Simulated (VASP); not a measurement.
Runs of VASP 6.6.1 on LiMgBN2. The structure is that of space group I-4m2 (No. 119), or close to it. The cells are those of the table. 

```csv
cell,gap on the mesh (eV),largest force (eV/Å)
"a = 5.616 Å, angles 136.9, 136.9, 62.6°, 5 atoms",1.96,(a)
"a = 4.900 Å, angles 134.1, 134.1, 66.9°, 5 atoms",2.70,(c)
"a = 4.960 Å, angles 132.8, 132.8, 69.0°, 5 atoms",(b),7.95
"a = 5.507 Å, angles 139.4, 139.4, 58.7°, 5 atoms",2.43,3.64
"a = 5.022 Å, angles 131.5, 131.5, 71.0°, 5 atoms",2.17,8.39
```

Alike in all rows: task single point; level PBE; potentials or basis VASP PAW PBE potentials, release 64 (Li_sv, Mg, B, N); no spin polarisation; k mesh 8 × 8 × 8; cutoff (eV) 520; smearing gaussian 0.05 eV.

Estimate the missing entries.

(a) 2.93; (b) 2.44; (c) 7.36.

Caveats: forces of over 1 eV/Å act on the atoms, so gaps and moduli don't describe the material at rest.

A k mesh can miss the band edges.
